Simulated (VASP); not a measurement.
Wanted: the native input for a VASP 6.6.1 run.

```yaml
Task: single point
Functional: LDA
Potentials_or_basis: VASP PAW LDA potentials, release 64 (C, Si)
Cutoff: 600 eV
k_mesh: 16 × 16 × 16
Occupations: gaussian, width 0.02 eV
Spin: no spin polarisation
Dipole_correction: no
Further_INCAR_settings: ALGO = Normal; EDIFF = 1e-06; NBANDS = 11
```

The structure of SiC (lda) lies in POSCAR:

```
SiC
1.0
    0.0000000000      1.9428748213      1.9428748213
    1.9428748213      0.0000000000      1.9428748213
    1.9428748213      1.9428748213      0.0000000000
C Si
1 1
Direct
    0.0000000000      0.0000000000      0.0000000000
    0.5000000000      0.5000000000      0.5000000000
```

One way to write it, as run:

INCAR

```
PREC     = Accurate       # precision mode
ENCUT    = 600            # plane-wave cutoff, eV
EDIFF    = 1E-6           # SCF threshold, eV
ISMEAR   = 0              # smearing method
SIGMA    = 0.02           # smearing width, eV
LREAL    = F              # projectors in reciprocal space
LASPH    = T              # aspherical terms in the spheres
NELM     = 120            # most SCF steps
ALGO     = Normal         # electronic algorithm
ISIF     = 2              # what is computed and relaxed
LWAVE    = F              # write WAVECAR
LCHARG   = F              # write CHGCAR
GGA      = CA             # functional
NBANDS   = 11             # bands
GGA_COMPAT= F
```

KPOINTS

```
Automatic mesh
0
Gamma
  16 16 16
```

Potentials or basis: VASP PAW LDA potentials, release 64 (C, Si).

Run with:

```console
$ cat potpaw_LDA.64/C/POTCAR potpaw_LDA.64/Si/POTCAR > POTCAR
$ mpirun -np 1 vasp_std > vasp.out
```

Results of the run:

* Pressure: 30.7 GPa
* Band gap on the k mesh: zero (band 4 reaches 14.44 eV, above the bottom of band 5 at 14.32 eV)

Wall time 17 s on 1 thread of Intel(R) Xeon(R) Platinum 8488C (Sapphire Rapids), on a shared host, peak memory 0.14 GiB.
